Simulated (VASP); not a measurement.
# Rh (P6_3/mmc) in VASP: notebook

The runs below take Rh through single point, with r2SCAN.

Program: VASP 6.6.1. These are calculated values, not measurements. Logs are shortened: lines on timing, memory, paths and dates and some standing lists are left out, and cuts for length are marked.

### 1 The cell of the first run

It takes space group P6_3/mmc (No. 194, hexagonal). Conventional cell: a = 2.639 Å, b = 2.639 Å, c = 4.294 Å, α = 90.00°, β = 90.00°, γ = 120.00°. Rh (site symmetry -6m2) has 12 Rh at 2.63 to 2.64 Å within 3.5 Å.

This isn't the form of Rh at room conditions, which is fcc.

### 2 Single point, r2SCAN

The input, POSCAR:

```
Rh
1.0
    2.6389842601      0.0000000000      0.0000000000
   -1.3194921300      2.2854274094      0.0000000000
    0.0000000000      0.0000000000      4.2944041197
Rh
2
Direct
    0.3333333333      0.6666666667      0.2500000000
    0.6666666667      0.3333333333      0.7500000000
```

The input, INCAR.step1:

```
  PREC = Accurate
  ENCUT = 680
  ISMEAR = 0
  SIGMA = 0.1
  LREAL = F
  LASPH = T
  NELM = 120
  NBANDS = 24
  GGA = PE
  ALGO = Normal
  EDIFF = 1E-5
  LWAVE = T
  LCHARG = F
  GGA_COMPAT = F
```

The input, INCAR.step2:

```
  PREC = Accurate
  ENCUT = 680
  EDIFF = 1E-6
  ISMEAR = 0
  SIGMA = 0.1
  LREAL = F
  LASPH = T
  NELM = 120
  ALGO = Normal
  ISIF = 2
  LWAVE = F
  LCHARG = F
  METAGGA = R2SCAN
  LMIXTAU = T
  NBANDS = 24
  ISTART = 1
  GGA_COMPAT = F
```

The input, KPOINTS:

```
Automatic mesh
0
Gamma
  10 10 5
```

Potentials or basis: VASP PAW PBE potentials, release 64 (Rh_sv_GW).

Launch:

```bash
> cat potpaw_PBE.64/Rh_sv_GW/POTCAR > POTCAR
> cp INCAR.step1 INCAR
> mpirun -np 1 vasp_std > vasp.out
> cp INCAR.step2 INCAR
> mpirun -np 1 vasp_std > vasp.out
```

OUTCAR:

```text
PREC = Accurate
   ENCUT = 680
   EDIFF = 1E-6
   ISMEAR = 0
   LREAL = F
   LASPH = T
   NELM = 120
   ISIF = 2
   METAGGA = R2SCAN
   ISTART = 1

 ion  position               nearest neighbor table
   1  0.333  0.667  0.250-   2 2.63   2 2.63   2 2.63   2 2.63   2 2.63   2 2.63
   2  0.667  0.333  0.750-   1 2.63   1 2.63   1 2.63   1 2.63   1 2.63   1 2.63

  LATTYP: Found a hexagonal cell.
 ALAT       =     2.6389842601
 C/A-ratio  =     1.6272943286

  Lattice vectors:

 A1 = (   2.6389842601,   0.0000000000,   0.0000000000)
 A2 = (  -1.3194921300,   2.2854274094,   0.0000000000)
 A3 = (   0.0000000000,   0.0000000000,   4.2944041197)

Analysis of symmetry for initial positions (statically):
=====================================================================
 Subroutine PRICEL returns:
 Original cell was already a primitive cell.

 Routine SETGRP: Setting up the symmetry group for a
 hexagonal supercell.

 Subroutine GETGRP returns: Found 24 space group operations
 (whereof 12 operations were pure point group operations)
 out of a pool of 24 trial point group operations.

The static configuration has the point symmetry D_3d.
 The point group associated with its full space group is D_6h.

Analysis of symmetry for dynamics (positions and initial velocities):
=====================================================================
 Subroutine PRICEL returns:
 Original cell was already a primitive cell.

 Routine SETGRP: Setting up the symmetry group for a
 hexagonal supercell.

 Subroutine GETGRP returns: Found 24 space group operations
 (whereof 12 operations were pure point group operations)
 out of a pool of 24 trial point group operations.

The dynamic configuration has the point symmetry D_3d.
 The point group associated with its full space group is D_6h.

 Subroutine INISYM returns: Found 24 space group operations
 (whereof 12 operations are pure point group operations),
 and found     1 'primitive' translations

----------------------------------------------------------------------------------------

                                     Primitive cell

  volume of cell :      25.9004

  direct lattice vectors                    reciprocal lattice vectors
     2.638984260  0.000000000  0.000000000     0.378933674  0.218777458  0.000000000
    -1.319492130  2.285427409  0.000000000     0.000000000  0.437554917  0.000000000
     0.000000000  0.000000000  4.294404120     0.000000000  0.000000000  0.232861178

  length of vectors
     2.638984260  2.638984260  4.294404120     0.437554917  0.437554917  0.232861178

  position of ions in fractional coordinates (direct lattice)
     0.333333333  0.666666667  0.250000000
     0.666666667  0.333333333  0.750000000

  ion indices of the primitive-cell ions
   primitive index   ion index
                 1           1
                 2           2

----------------------------------------------------------------------------------------

 KPOINTS: Automatic mesh

Automatic generation of k-mesh.
 Grid dimensions read from file:
 generate k-points for:   10   10    5

 Generating k-lattice:

  Cartesian coordinates                     Fractional coordinates (reciprocal lattice)
     0.037893367  0.021877746  0.000000000     0.100000000 -0.000000000  0.000000000
     0.000000000  0.043755492  0.000000000     0.000000000  0.100000000  0.000000000
     0.000000000  0.000000000  0.046572236     0.000000000  0.000000000  0.200000000

  Length of vectors
     0.043755492  0.043755492  0.046572236

  Shift w.r.t. Gamma in fractional coordinates (k-lattice)
     0.000000000  0.000000000  0.000000000

 Subroutine IBZKPT returns following result:
 ===========================================

 Found     42 irreducible k-points:

 Following reciprocal coordinates:
            Coordinates               Weight
  0.000000  0.000000  0.000000      1.000000
  0.100000  0.000000  0.000000      6.000000
  0.200000  0.000000  0.000000      6.000000
  0.300000  0.000000  0.000000      6.000000
  0.400000  0.000000  0.000000      6.000000
  0.500000  0.000000  0.000000      3.000000
[... 16 lines left out ...]
  0.300000  0.100000  0.200000     24.000000
  0.400000  0.100000  0.200000     24.000000
 [... further k-points ...]
   k-points           NKPTS =     42   k-points in BZ     NKDIM =     42   number of bands    NBANDS=     24
   number of dos      NEDOS =    301   number of ions     NIONS =      2
   total plane-waves  NPLWV =  23040
   dimension x,y,z NGX =    24 NGY =   24 NGZ =   40
   dimension x,y,z NGXF=    48 NGYF=   48 NGZF=   80
   ions per type =               2
   NGX,Y,Z   is equivalent  to a cutoff of  15.12, 15.12, 15.48 a.u.
   NGXF,Y,Z  is equivalent  to a cutoff of  30.24, 30.24, 30.97 a.u.
 SYSTEM =  unknown system
   PREC   = accura    normal or accurate (medium, high low for compatibility)
   ISTART =      1    job   : 0-new  1-cont  2-samecut
   ICHARG =      0    charge: 1-file 2-atom 10-const
   ISPIN  =      1    spin polarized calculation?
   LNONCOLLINEAR =      F non collinear calculations
   LSORBIT =      F    spin-orbit coupling
   LASPH  =      T    aspherical Exc in radial PAW
   ENCUT  =  680.0 eV  49.98 Ry    7.07 a.u.   5.61  5.61  9.13*2*pi/ulx,y,z
   NELM   =    120;   NELMIN=  2; NELMDL=  0     # of ELM steps
   EDIFF  = 0.1E-05   stopping-criterion for ELM
   LREAL  =      F    real-space projection
   EDIFFG = 0.1E-04   stopping-criterion for IOM
   NSW    =      0    number of steps for IOM
   IBRION =     -1    ionic relax: 0-MD 1-quasi-New 2-CG
   NFREE  =      0    steps in history (QN), initial steepest desc. (CG)
   ISIF   =      2    stress and relaxation
   ISYM   =      2    0-nonsym 1-usesym 2-fastsym
   POTIM  = 0.5000    time-step for ionic-motion
   TEBEG  =    0.0;   TEEND  =   0.0 temperature during run
   PSTRESS=    0.0 pullay stress
   NELECT =      34.0000    total number of electrons
   NUPDOWN=      -1.0000    fix difference up-down
   EMIN   =  10.00;   EMAX   =-10.00  energy-range for DOS
   EFERMI =   0.00;   METHOD = LEGACY
   ISMEAR =     0;   SIGMA  =   0.10  broadening in eV -4-tet -1-fermi 0-gaus
   EFERMI_NEDOS =   21; number of points for ismear=-14 and -15
   IALGO  =     38    algorithm
   IMIX   =      4    mixing-type and parameters
     AMIX     =   0.40;   BMIX     =  1.00
     AMIX_MAG =   1.60;   BMIX_MAG =  1.00
  volume/ion in A,a.u.               =      12.95        87.39
  Fermi-wavevector in a.u.,A,eV,Ry     =   1.792526  3.387383 43.717544  3.213149
  Thomas-Fermi vector in A             =   2.854872
   LORBIT       =      0    0 simple, 1 ext, 2 COOP (PROOUT), +10 PAW based schemes
   METAGGA = R2SCAN    functional components
   LHFCALC =     F    Hartree Fock is set to
   AEXX    =    0.0000 exact exchange contribution
   IVDW    =     0    specifies the selected vdW correction
   LEPSILON=     F    determine dielectric tensor
   LRPA    =     F    only Hartree local field effects (RPA)
 non-spin polarized calculation
 Gauss-broadening in eV      SIGMA  =   0.10
  energy-cutoff  :      680.00
  volume of cell :       25.90
 maximum number of plane-waves:      1087
 NGX is ok and might be reduce to    24
   NGX = 11   NGY = 11   NGZ = 19

 number of electron      34.0000005 magnetization

 Free energy of the ion-electron system (eV)
  ---------------------------------------------------
  ext. energy  EPLUGINS =         0.00000000
  ---------------------------------------------------
  free energy    TOTEN  =       -46.38286440 eV

  energy without entropy =      -46.37134077  energy(sigma->0) =      -46.37710258

 E-fermi :  11.8692     XC(G=0): -15.7285

 val. band max:       11.8481740263   @ k =   0.3000   0.1000   0.4000
 cond. band min:      11.9020716112   @ k =   0.5000   0.0000   0.2000
 fundamental gap:      0.0538975849
 Fermi energy:        11.8691572205

 k-point     1 :       0.0000    0.0000    0.0000
  band No.  band energies     occupation
      1     -69.5990      2.00000
      2     -69.4375      2.00000
      3     -37.1009      2.00000
      4     -36.2717      2.00000
      5     -36.2717      2.00000
      6     -36.1382      2.00000
[... 16 lines left out ...]
     23      30.4613      0.00000
     24      31.2537      0.00000

 k-point     2 :       0.1000    0.0000    0.0000
  band No.  band energies     occupation
      1     -69.5856      2.00000
      2     -69.4310      2.00000
      3     -37.0708      2.00000
      4     -36.3415      2.00000
      5     -36.2939      2.00000
      6     -36.2100      2.00000
[... 16 lines left out ...]
     23      30.8974      0.00000
     24      31.6518      0.00000

 k-point     3 :       0.2000    0.0000    0.0000
  band No.  band energies     occupation
      1     -69.5497      2.00000
      2     -69.4152      2.00000
      3     -36.9865      2.00000
      4     -36.5243      2.00000
      5     -36.3938      2.00000
      6     -36.3500      2.00000
[... 16 lines left out ...]
     23      30.9573      0.00000
     24      31.6758      0.00000

 k-point     4 :       0.3000    0.0000    0.0000
  band No.  band energies     occupation
      1     -69.5025      2.00000
      2     -69.3981      2.00000
      3     -36.8662      2.00000
      4     -36.7501      2.00000
      5     -36.6132      2.00000
      6     -36.4165      2.00000
[... 16 lines left out ...]
     23      28.9915      0.00000
     24      29.0414      0.00000

 k-point     5 :       0.4000    0.0000    0.0000
  band No.  band energies     occupation
      1     -69.4597      2.00000
      2     -69.3886      2.00000
      3     -36.9323      2.00000
      4     -36.7852      2.00000
      5     -36.7418      2.00000
      6     -36.4687      2.00000
[... 451 lines left out ...]
 k-point    22 :       0.2000    0.1000    0.2000
  band No.  band energies     occupation
      1     -69.5083      2.00000
      2     -69.4146      2.00000
      3     -36.8943      2.00000
      4     -36.6149      2.00000
      5     -36.5634      2.00000
      6     -36.3863      2.00000
[... 16 lines left out ...]
     23      28.9330      0.00000
     24      29.8537      0.00000

 k-point    23 :       0.3000    0.1000    0.2000
  band No.  band energies     occupation
      1     -69.4658      2.00000
      2     -69.3987      2.00000
      3     -36.9212      2.00000
      4     -36.7850      2.00000
      5     -36.6313      2.00000
      6     -36.4582      2.00000
[... 16 lines left out ...]
     23      27.1418      0.00000
     24      28.1836      0.00000

 k-point    24 :       0.4000    0.1000    0.2000
  band No.  band energies     occupation
      1     -69.4356      2.00000
      2     -69.3926      2.00000
      3     -37.0079      2.00000
      4     -36.8790      2.00000
      5     -36.6037      2.00000
      6     -36.4866      2.00000
[... 16 lines left out ...]
     23      25.8819      0.00000
     24      27.5793      0.00000

 [... further k-points ...]

------------------------ aborting loop because EDIFF is reached ----------------------------------------

  FORCE on cell =-STRESS in cart. coord.  units (eV):
  Direction    XX          YY          ZZ          XY          YZ          ZX
  --------------------------------------------------------------------------------------
  -------------------------------------------------------------------------------------
  Total        3.2367975      3.2367975      3.2335550      0.0000000     -0.0000000      0.0000000
  in kB      200.2253092    200.2253092    200.0247311      0.0000000     -0.0000000      0.0000000
  external PRESSURE =     200.1584498 kB  Pullay stress =       0.0000000 kB

 VOLUME and BASIS-vectors are now :
 -----------------------------------------------------------------------------
  energy-cutoff  :      680.00
  volume of cell :       25.90
      direct lattice vectors                 reciprocal lattice vectors
     2.638984260  0.000000000  0.000000000     0.378933674  0.218777458  0.000000000
    -1.319492130  2.285427409  0.000000000     0.000000000  0.437554917  0.000000000
     0.000000000  0.000000000  4.294404120     0.000000000  0.000000000  0.232861178

 POSITION                                       TOTAL-FORCE (eV/Angst)
 -----------------------------------------------------------------------------------
     -0.00000      1.52362      1.07360         0.000000     -0.000000      0.000000
      1.31949      0.76181      3.22080        -0.000000      0.000000      0.000000
 -----------------------------------------------------------------------------------
    total drift:                                0.000000     -0.000000      0.000000

  FREE ENERGIE OF THE ION-ELECTRON SYSTEM (eV)
  ---------------------------------------------------
  free  energy   TOTEN  =       -46.3828643958 eV

  energy  without entropy=      -46.3713407687  energy(sigma->0) =      -46.37710258
```

Wall time 3 min (1 thread of AMD EPYC 7R13 (Zen 3), shared host); peak memory 0.17 GiB.

What came out:

* Free energy: -46.3829 eV
* Pressure: 20.0 GPa
* Band gap on the k mesh: zero (bands 17 and 18 overlap by 2.60 eV)

Caveat: the cell stands under pressure; the PAW data sets were made with another functional, which shifts forces and pressure a little.

### 3 Single point, r2SCAN

This run uses another cell than the first one, of 13.77 Å³/atom.

The input, POSCAR:

```
Rh
1.0
    2.6940639002      0.0000000000      0.0000000000
   -1.3470319501      2.3331277770      0.0000000000
    0.0000000000      0.0000000000      4.3804558318
Rh
2
Direct
    0.3333333333      0.6666666667      0.2500000000
    0.6666666667      0.3333333333      0.7500000000
```

The input, INCAR.step1:

```
PREC = Accurate ; ENCUT = 680
ISMEAR = 0 ; SIGMA = 0.1
LREAL = F ; LASPH = T
NELM = 120 ; NBANDS = 24
GGA = PE ; ALGO = Normal
EDIFF = 1E-5 ; LWAVE = T
LCHARG = F ; GGA_COMPAT = F
```

The input, INCAR.step2:

```
PREC = Accurate ; ENCUT = 680
EDIFF = 1E-6 ; ISMEAR = 0
SIGMA = 0.1 ; LREAL = F
LASPH = T ; NELM = 120
ALGO = Normal ; ISIF = 2
LWAVE = F ; LCHARG = F
METAGGA = R2SCAN ; LMIXTAU = T
NBANDS = 24 ; ISTART = 1
GGA_COMPAT = F
```

KPOINTS is that of step 2.

Potentials or basis: VASP PAW PBE potentials, release 64 (Rh_sv_GW).

Launch:

```bash
> cat potpaw_PBE.64/Rh_sv_GW/POTCAR > POTCAR
> cp INCAR.step1 INCAR
> mpirun -np 1 vasp_std > vasp.out
> cp INCAR.step2 INCAR
> mpirun -np 1 vasp_std > vasp.out
```

Run time: 94 s. Hardware: 1 thread of Intel Xeon Platinum 8488C (Sapphire Rapids), shared host; peak memory 0.2 GiB.

The run converged. Its results:

* Free energy: -46.4797 eV
* Pressure: 0.1 GPa
* Band gap on the k mesh: zero (bands 17 and 18 overlap by 2.35 eV)

Levels at points of the mesh, in eV from the Fermi level:
```
           k point  band 14  band 15  band 16  band 17  band 18  band 19  band 20  band 21
(0.00, 0.00, 0.00)    -2.63    -2.63    -1.96    -1.96     0.13     0.13     0.82     8.99
(0.50, 0.00, 0.00)    -2.32    -2.16     0.45     0.61     0.76     3.21     5.44    10.87
```

Caveat: the PAW data sets were made with another functional, which shifts forces and pressure a little.

The gap in the log of VASP goes by the Fermi energy; the results here count the filled bands.